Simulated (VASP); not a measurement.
Write the native input for VASP 6.6.1 that does the following.

* Task: relaxation of cell and atoms
* Functional: PBE
* Potentials or basis: VASP PAW PBE potentials, release 64 (Sn_d, H)
* Cutoff: 600 eV
* k mesh: 12 × 12 × 8
* Occupations: gaussian, width 0.1 eV
* Spin: no spin polarisation
* Dipole correction: no
* Further INCAR settings: ALGO = Normal; EDIFF = 1e-06; IBRION = 2; EDIFFG = -0.01; NSW = 100; ISIF = 3

The structure of SnH5 lies in POSCAR:

```
SnH5
1.0
    3.1723049529      0.0000000000      0.0000000000
    0.0000000000      3.1723049529      0.0000000000
    0.0000000000      0.0000000000      5.5175123817
Sn H
1 5
Direct
    0.5000000000      0.5000000000      0.0000000000
    0.5000000000      0.5000000000      0.4299462947
    0.5000000000      0.5000000000      0.5700537053
    0.0000000000      0.0000000000      0.3239468682
    0.0000000000      0.0000000000      0.6760531318
    0.0000000000      0.0000000000      0.5000000000
```

The cell was generated, and may not be a known phase.

The input as run:

INCAR

```
SYSTEM = SnH5
  PREC = Accurate
  ENCUT = 600
  EDIFF = 1E-6
  ISMEAR = 0
  SIGMA = 0.1
  LREAL = .FALSE.
  LASPH = .TRUE.
  NELM = 100
  ALGO = Normal
  ISIF = 3
  LWAVE = .FALSE.
  LCHARG = .FALSE.
  GGA = PE
  IBRION = 2
  NSW = 100
  EDIFFG = -0.01
```

KPOINTS

```
regular mesh
0
G
  12 12 8
  0 0 0
```

Potentials or basis: VASP PAW PBE potentials, release 64 (Sn_d, H).

Launch:

```sh
$ cat potpaw_PBE.64/Sn_d/POTCAR potpaw_PBE.64/H/POTCAR > POTCAR
$ mpirun -np 1 vasp_std > vasp.out
```

It gave:

```yaml
Relaxed_volume: 9.28 Å³/atom
Relaxed_cell: a = 3.169 Å, b = 3.169 Å, c = 5.544 Å, α = 90.00°, β = 90.00°, γ = 90.00°
Space_group_after_relaxing_to_0.1_Å: P4/mmm (No. 123)
Energy_gained_by_relaxing: 0.1 meV/atom
Ionic_steps: 9
Pressure_after_relaxing: 0.0 GPa
Largest_force_after_relaxing: 0.004 eV/Å
Band_gap_on_the_k_mesh: zero (an odd number of electrons rules out a gap without spin polarisation)
```

Caveat: spin-orbit coupling is left out, which moves the levels of the heavy elements.

Wall time 4 min on 1 thread of AMD EPYC 9R45 96-Core Processor (Zen 5), on a shared host, peak memory 0.26 GiB.
